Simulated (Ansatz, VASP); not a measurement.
WC: VASP beside Ansatz

```
W C
1.0
     0.00000    2.13787    2.08305
     2.13787    0.00000    2.08305
     2.13787    2.13787    0.00000
W C
1 1
Cartesian
  0.0000 0.0000 0.0000
  2.1379 2.1379 2.0830
```

Change from the starting cell: strain -0.025 along x and y, -0.050 along z, atoms carried along.

Alike in both runs: task single point; functional PBEsol; k mesh 18 × 18 × 18; occupations gaussian, width 0.15 eV; no spin polarisation.

|  | VASP | Ansatz |
| --- | --- | --- |
| version | VASP 6.6.1 | Ansatz 0.2.0 |
| potentials or method | VASP PAW PBE potentials, release 64 (W_sv, C), cutoff 520 eV | scalar-relativistic, plane waves, PAW |
| valence electrons in the cell | 18 | 18 |

VASP gave:

| Property | Result |
| --- | --- |
| gap on the k mesh at the Fermi level (eV) | none |
| pressure (GPa) | 36.3 |
| traceless stress, the component that is largest in VASP (GPa) | 16.53 |

What did Ansatz give for the same quantities?

gap on the k mesh at the Fermi level (eV): none; pressure (GPa): 34.7; traceless stress, the component that is largest in VASP (GPa): 16.42.

VASP's potentials were made for PBE, not for PBEsol. A gap of «none» marks a metal or a gap that the smearing closes. Both programs put the cell under a high pressure, so it lies far from rest at this level. The functional is the same, so the differences come from potentials, cutoffs and numerics.

Neither program's run includes spin-orbit coupling.
